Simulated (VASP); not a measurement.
A run of VASP 6.6.1 is set up as follows.

The input INCAR:

```
SYSTEM = Li2O
ALGO = Normal
EDIFF = 1E-6
ENCUT = 750
GGA = PE
GGA_COMPAT = .False.
ISIF = 2
ISMEAR = 0
LASPH = .True.
LCHARG = .True.
LELF = .True.
LREAL = .False.
LVHAR = .True.
LWAVE = .False.
NBANDS = 13
NELM = 120
PREC = Accurate
SIGMA = 0.01
```

KPOINTS

```
k-points
0
Gamma
  6 6 6
  0 0 0
```

Contents of POSCAR:

```
Li2O
1.0
    0.0000000000      2.2476100238      2.2476100238
    2.2476100238      0.0000000000      2.2476100238
    2.2476100238      2.2476100238      0.0000000000
Li O
2 1
Direct
    0.7500000000      0.7500000000      0.7500000000
    0.2500000000      0.2500000000      0.2500000000
    0.0000000000      0.0000000000      0.0000000000
```

Potentials or basis: VASP PAW PBE potentials, release 64 (Li_sv, O).

Launch:

```bash
$ cat potpaw_PBE.64/Li_sv/POTCAR potpaw_PBE.64/O/POTCAR > POTCAR
$ mpirun -np 1 vasp_std > vasp.out
```

(1) Predict the band gap on the k mesh.

(2) Predict the pressure.

Answers

(1) 5.13 eV, indirect (least direct gap 5.89 eV).

(2) 7.9 GPa.
